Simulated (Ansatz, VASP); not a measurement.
**One calculation of Tc, two programs**

The input INCAR:

```
PREC = Accurate ; ENCUT = 520
EDIFF = 1E-7 ; ISMEAR = -1
SIGMA = 0.05 ; LREAL = F
LASPH = T ; NELM = 100
ALGO = Normal ; ISIF = 2
LWAVE = F ; LCHARG = F
GGA = PS ; NBANDS = 34
```

KPOINTS

```
Automatic mesh
0
Gamma
  11 11 3
```

Contents of POSCAR:

```
Tc
1.0
    2.7209698021      0.0000000000      0.0000000000
   -1.3604849010      2.3564289715      0.0000000000
    0.0000000000      0.0000000000      8.7108257240
Tc
4
Direct
    0.6666666667      0.3333333333      0.7500000000
    0.0000000000      0.0000000000      0.5000000000
    0.3333333333      0.6666666667      0.2500000000
    0.0000000000      0.0000000000      0.0000000000
```

Contents of input.yaml:

```yaml
crystal:
  lattice:
    - [2.7209698021, 0.0, 0.0]
    - [-1.360484901, 2.3564289715, 0.0]
    - [0.0, 0.0, 8.710825724]
  atoms:
    - { symbol: Tc, position: [0.6666666667, 0.3333333333, 0.75] }
    - { symbol: Tc, position: [0.0, 0.0, 0.5] }
    - { symbol: Tc, position: [0.3333333333, 0.6666666667, 0.25] }
    - { symbol: Tc, position: [0.0, 0.0, 0.0] }
hamiltonian:
  xc: pbesol
  pseudopotentials: { kind: paw }
kpoints:
  mp_grid: { grid: [11, 11, 3] }
scf:
  occupations: { method: fermi_dirac, width: 0.05 }
output:
  forces: true
  stress: true
  eigenvalues: true
  write_density: true
  write_potential: true
  elf: true
  volumetric_format: npy
```

Alike in both runs: task single point; functional PBEsol; k mesh 11 × 11 × 3; occupations fermi-dirac, width 0.05 eV; no spin polarisation.

```csv
,VASP,Ansatz
version,VASP 6.6.1,Ansatz 0.2.0
potentials or method,"VASP PAW PBE potentials, release 64 (Tc_pv)",Ansatz PAW earlier set
plane-wave cutoff (eV),520,500
valence electrons in the cell,52,60
```

|  | VASP | Ansatz | Ansatz less VASP |
| --- | --- | --- | --- |
| gap on the k mesh at the Fermi level (eV) | none | none | - |
| pressure (GPa) | 0.5 | 1.2 | +0.71 |
| traceless stress, the component that is largest in VASP (GPa) | 1.25 | 1.27 | +0.025 |

VASP's potentials were made for PBE, not for PBEsol. A gap of «none» marks a metal or a gap that the smearing closes. With one functional, cell and mesh, what is left measures potentials, basis and numerics. VASP's potentials hold 52 valence electrons a cell and Ansatz's 60, so a difference there can come from the potentials and not from the codes.
